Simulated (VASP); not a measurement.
## Cs: relaxation of cell and atoms with PBE

Cs:

```
Cs
1.0
     4.39799    0.00000    0.00000
    -2.19900    3.80877    0.00000
     0.00000    0.00000    7.12474
Cs
2
Direct
  0.33333 0.66667 0.25000
  0.66667 0.33333 0.75000
```

This isn't the form of Cs at room conditions, which is bcc.

| Item | Value |
| --- | --- |
| Program | VASP 6.6.1 |
| Task | relaxation of cell and atoms |
| Functional | PBE |
| Potentials or basis | VASP PAW PBE potentials, release 64 (Cs_sv) |
| Cutoff | 600 eV |
| k mesh | 10 × 10 × 6 |
| Occupations | fermi-dirac, width 0.08 eV |
| Spin | no spin polarisation |
| Target pressure | 3.3 GPa |
| Dipole correction | no |
| Further INCAR settings | ALGO = Normal; EDIFF = 1e-06; IBRION = 2; EDIFFG = -0.005; NSW = 60; ISIF = 3 |

```json
{
 "Relaxed volume": "60.49 Å³/atom",
 "Relaxed cell": "a = 4.398 Å, b = 4.398 Å, c = 7.223 Å, α = 90.00°, β = 90.00°, γ = 120.00°",
 "Space group after relaxing (to 0.1 Å)": "P6_3/mmc (No. 194)",
 "Energy change on relaxing (the run minimises the enthalpy)": "-17.3 meV/atom",
 "Ionic steps": "13",
 "Pressure after relaxing": "3.3 GPa",
 "Band gap on the k mesh": "zero (bands 9 and 10 overlap by 1.57 eV)"
}
```

Step by step:
```
step  energy change (eV)  largest force (eV/Å)  pressure (GPa)  volume (Å³)
   1              0.0000                0.0000            3.41       119.35
   2             -0.0155                0.0000            3.36       120.07
   3             -0.0421                0.0000            3.28       121.35
   4             -0.0411                0.0000            3.27       121.30
   5             -0.0284                0.0000            3.31       120.68
   6             -0.0393                0.0000            3.28       121.21
   7             -0.0401                0.0000            3.27       121.25
   8             -0.0382                0.0000            3.30       121.15
   9             -0.0377                0.0000            3.29       121.12
  10             -0.0365                0.0000            3.30       121.07
  11             -0.0342                0.0000            3.32       120.95
  12             -0.0354                0.0000            3.28       121.01
  13             -0.0347                0.0000            3.30       120.98
```

Final structure:
```xyz
2
Lattice="4.3977 0.0000 0.0000 -2.1988 3.8085 0.0000 0.0000 0.0000 7.2230" Properties=species:S:1:pos:R:3 pbc="T T T"
Cs    0.0000    2.5390    1.8057
Cs    2.1988    1.2695    5.4172
```

Levels at points of the mesh, in eV from the Fermi level:
```csv
k point,band 6,band 7,band 8,band 9,band 10,band 11,band 12,band 13
"(0.00, 0.00, 0.00)",-10.16,-10.16,-10.16,-2.16,-0.35,2.08,2.65,2.65
"(0.50, 0.00, 0.00)",-10.49,-10.38,-10.28,0.01,0.03,0.24,1.63,2.31
"(0.00, 0.00, 0.50)",-10.22,-10.22,-10.22,-1.05,-1.05,1.81,1.81,2.66
"(0.50, 0.00, 0.50)",-10.40,-10.39,-10.39,-0.29,-0.29,1.14,1.14,2.59
```

Run time: 6 min on 1 thread of Intel(R) Xeon(R) Platinum 8259CL CPU @ 2.50GHz (Skylake/Cascade Lake), with other jobs on the host, peak memory 0.33 GiB.

Caveat: the cell is relaxed towards a set pressure, so the run minimises the enthalpy, not the energy; spin-orbit coupling is left out, which moves the levels of the heavy elements.
